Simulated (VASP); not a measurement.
Write the native input for VASP 6.6.1 that does the following.

| Quantity | Value |
| --- | --- |
| Task | single point |
| Functional | LDA |
| Potentials or basis | VASP PAW LDA potentials, release 64 (Si, C) |
| Cutoff | 520 eV |
| k mesh | 8 × 8 × 8 |
| Occupations | gaussian, width 0.1 eV |
| Spin | no spin polarisation |
| Dipole correction | no |
| Further INCAR settings | ALGO = Normal; EDIFF = 1e-06; NBANDS = 11 |

The structure of SiC (ke600) lies in POSCAR:

```
SiC
1.0
    0.0000000000      2.1769966200      2.1769966200
    2.1769966200      0.0000000000      2.1769966200
    2.1769966200      2.1769966200      0.0000000000
Si C
1 1
Direct
    0.7500000000      0.7500000000      0.7500000000
    0.0000000000      0.0000000000      0.0000000000
```

These files were run (other wordings do the same):

INCAR

```
PREC = Accurate
ENCUT = 520
EDIFF = 1E-6
ISMEAR = 0
SIGMA = 0.1
LREAL = False
LASPH = True
NELM = 60
ALGO = Normal
ISIF = 2
LWAVE = False
LCHARG = True
LELF = True
LVHAR = True
NBANDS = 11
```

KPOINTS

```
regular mesh
0
Gamma
  8 8 8
```

Potentials or basis: VASP PAW LDA potentials, release 64 (Si, C).

The run is started by

```console
$ cat potpaw_LDA.64/Si/POTCAR potpaw_LDA.64/C/POTCAR > POTCAR
$ mpirun -np 1 vasp_std > vasp.out
```

It gave:

```
Pressure               : -3.4 GPa
Band gap on the k mesh : 1.30 eV, indirect (least direct gap 4.50 eV)
```

It took 7.7 s on 1 thread of Intel(R) Xeon(R) Platinum 8259CL CPU @ 2.50GHz (Skylake/Cascade Lake), with other jobs on the host, peak memory 0.12 GiB.
